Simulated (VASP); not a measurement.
The system is NiO.

```xyz
2
Lattice="2.5046 0.0000 0.0000 0.0000 2.5046 0.0000 0.0000 0.0000 2.5046" Properties=species:S:1:pos:R:3 pbc="T T T"
Ni    0.0000    0.0000    0.0000
O     1.2523    1.2523    1.2523
```

Base run:

* Program: VASP 6.6.1
* Functional: PBE
* Potentials or basis: VASP PAW PBE potentials, release 64 (Ni, O)
* Cutoff: 520 eV
* k mesh: 9 × 9 × 9
* Occupations: fermi-dirac, width 0.05 eV
* Spin: collinear spin, ferromagnetic start
* Starting moments: [1.2, 0.0] μB
* Fixed moment: 1.2 μB

Its results: pressure 27.3 GPa; site moments Ni +0.90; O +0.28 μB.

Question: After a change of settings the same cell gave: pressure 23.9 GPa; site moments Ni +0.16; O +0.04 μB. Which change was it?
A. fixed moment from 1.2 μB to 1 μB; moments at the start from [1.2, 0.0] to [1.0, 0.0]
B. fixed moment from 1.2 μB to 0.2 μB; moments at the start from [1.2, 0.0] to [0.2, 0.0]
C. fixed moment from 1.2 μB to 0.8 μB; moments at the start from [1.2, 0.0] to [0.8, 0.0]
D. fixed moment from 1.2 μB to 1.5 μB; moments at the start from [1.2, 0.0] to [1.5, 0.0]

Answer: B.

Caveats: the total moment is fixed, so each spin has its own Fermi level; a cell with one magnetic atom can't hold antiferromagnetic order, which such compounds often take (some runs).
